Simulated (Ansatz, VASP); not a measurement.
## Ni: VASP beside Ansatz

Contents of INCAR:

```
SYSTEM = Ni
PREC = Accurate ; ENCUT = 520
EDIFF = 1E-6 ; ISMEAR = -1
SIGMA = 0.1 ; LREAL = .False.
LASPH = .True. ; NELM = 150
ALGO = Normal ; ISIF = 2
LWAVE = .False. ; LCHARG = .True.
ISPIN = 2 ; MAGMOM = 1 1 1 1 1
LORBIT = 11 ; LMAXMIX = 4
LDIPOL = .True. ; IDIPOL = 3
DIPOL = 0.5 0.5 0.500 ; GGA = CA
LELF = .True. ; LVHAR = .True.
LVACPOTAV = .True. ; NBANDS = 37
```

The input KPOINTS:

```
regular mesh
0
Gamma
  15 15 1
  0 0 0
```

POSCAR

```
Ni
1.0
    2.4218354248      0.0000000000      0.0000000000
   -1.2109177124      2.0973710016      0.0000000000
    0.0000000000      0.0000000000     23.9097000000
Ni
5
Direct
    0.3333333335      0.1666666665      0.3345926259
    0.6666666665      0.8333333335      0.4172963128
    0.9999999995      0.5000000005      0.4999999996
    0.3333333335      0.1666666665      0.5827036872
    0.6666666665      0.8333333335      0.6654073741
```

Input for Ansatz:

```yaml
crystal:
  lattice:
    - [2.4218354248, 0.0, 0.0]
    - [-1.2109177124, 2.0973710016, 0.0]
    - [0.0, 0.0, 23.9097]
  atoms:
    - { symbol: Ni, position: [0.3333333335, 0.1666666665, 0.3345926259], spin: 1.0 }
    - { symbol: Ni, position: [0.6666666665, 0.8333333335, 0.4172963128], spin: 1.0 }
    - { symbol: Ni, position: [0.9999999995, 0.5000000005, 0.4999999996], spin: 1.0 }
    - { symbol: Ni, position: [0.3333333335, 0.1666666665, 0.5827036872], spin: 1.0 }
    - { symbol: Ni, position: [0.6666666665, 0.8333333335, 0.6654073741], spin: 1.0 }
magnetization:
  spin_polarized: true
kpoints:
  mp_grid: { grid: [15, 15, 1] }
scf:
  occupations: { method: fermi_dirac, width: 0.1 }
hamiltonian:
  xc: lda
  pseudopotentials: { kind: paw }
output:
  forces: true
  stress: true
  eigenvalues: true
  populations: true
efield:
  axis: 3
  amplitude: 0
  dipole_correction: true
```

Alike in both runs: task single point; functional LDA; k mesh 15 × 15 × 1; occupations fermi-dirac, width 0.1 eV; collinear spin.

```csv
,VASP,Ansatz
version,VASP 6.6.1,Ansatz 0.2.0
potentials or method,"VASP PAW LDA potentials, release 64 (Ni)","PAW with Ansatz's default frozen-core files, scalar-relativistic"
plane-wave cutoff (eV),520,420
valence electrons in the cell,50,90
```

Ansatz gave:

- rms of the force components (eV/Å): 0.081
- net moment per atom (μB): 0.62
- size of the moment on the site where the two differ most (μB): 0.66

Problem. Which values does VASP return?

Solution. rms of the force components (eV/Å): 0.080; net moment per atom (μB): 0.60; size of the moment on the site where the two differ most (μB): 0.61.

LDA's correlation is that of Perdew and Zunger in VASP and of Perdew and Wang (1992) in Ansatz. Site moments also hang on the region over which each program counts them. Atom by atom the forces differ by 0.002 eV/Å (rms over components). VASP's potentials hold 50 valence electrons a cell and Ansatz's 90, so a difference there can come from the potentials and not from the codes. Ansatz's warnings: stability check not made.
